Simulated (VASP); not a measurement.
Set up this calculation in VASP 6.6.1, as the native input.

| Item | Value |
| --- | --- |
| Task | single point |
| Functional | PBE |
| Potentials or basis | VASP PAW PBE potentials, release 64 (Al, O) |
| Cutoff | 520 eV |
| k mesh | 6 × 6 × 6 |
| Occupations | gaussian, width 0.02 eV |
| Spin | no spin polarisation |
| Dipole correction | no |
| Further INCAR settings | ALGO = Normal; EDIFF = 1e-06; NBANDS = 35 |

The structure of Al2O3 lies in POSCAR:

```
Al2O3
1.0
    2.4043549683      1.3881549882      4.3744981998
   -2.4043549683      1.3881549882      4.3744981998
    0.0000000000     -2.7763099764      4.3744981998
Al O
4 6
Direct
    0.3521453900      0.3521453900      0.3521453900
    0.1478546100      0.1478546100      0.1478546100
    0.6478546100      0.6478546100      0.6478546100
    0.8521453900      0.8521453900      0.8521453900
    0.5561715413      0.9438284587      0.2500000000
    0.2500000000      0.5561715413      0.9438284587
    0.9438284587      0.2500000000      0.5561715413
    0.4438284587      0.0561715413      0.7500000000
    0.7500000000      0.4438284587      0.0561715413
    0.0561715413      0.7500000000      0.4438284587
```

One way to write it, as run:

INCAR

```
ALGO = Normal ; EDIFF = 1E-6
ENCUT = 520 ; GGA = PE
ISIF = 2 ; ISMEAR = 0
LASPH = T ; LCHARG = T
LELF = T ; LREAL = F
LVHAR = T ; LWAVE = F
NBANDS = 35 ; NELM = 80
PREC = Accurate ; SIGMA = 0.02
```

KPOINTS

```
k-points
0
Gamma
  6 6 6
```

Potentials or basis: VASP PAW PBE potentials, release 64 (Al, O).

Command:

```console
$ cat potpaw_PBE.64/Al/POTCAR potpaw_PBE.64/O/POTCAR > POTCAR
$ mpirun -np 1 vasp_std > vasp.out
```

It gave:

```yaml
Pressure: -0.1 GPa
Largest_force: 0.004 eV/Å
Band_gap_on_the_k_mesh: 5.85 eV
```

It took 50 s on 1 thread of Intel(R) Xeon(R) 6975P-C (Granite Rapids), on a shared host, peak memory 0.26 GiB.
